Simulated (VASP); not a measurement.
Here is a VASP 6.6.1 calculation.

INCAR

```
SYSTEM = Ba
  PREC = Accurate
  ENCUT = 520
  EDIFF = 1E-6
  ISMEAR = 0
  SIGMA = 0.05
  LREAL = .False.
  LASPH = .True.
  NELM = 100
  ALGO = Normal
  ISIF = 2
  LWAVE = .False.
  LCHARG = .False.
  GGA = PE
  NBANDS = 11
```

File KPOINTS:

```
regular mesh
0
Gamma
  6 6 6
  0 0 0
```

File POSCAR:

```
Ba
1.0
    0.0000000000      3.1581795983      3.1581795983
    3.1581795983      0.0000000000      3.1581795983
    3.1581795983      3.1581795983      0.0000000000
Ba
1
Direct
    0.0000000000      0.0000000000      0.0000000000
```

Potentials or basis: VASP PAW PBE potentials, release 64 (Ba_sv).

Command:

```sh
$ cat potpaw_PBE.64/Ba_sv/POTCAR > POTCAR
$ mpirun -np 1 vasp_std > vasp.out
```

Q: Predict the band gap on the k mesh.

A: Zero (band 5 reaches 1.83 eV, above the bottom of band 6 at 1.51 eV).

Q: What does it give for the pressure?

A: 0.0 GPa.

Caveat: spin-orbit coupling is left out, which moves the levels of the heavy elements.
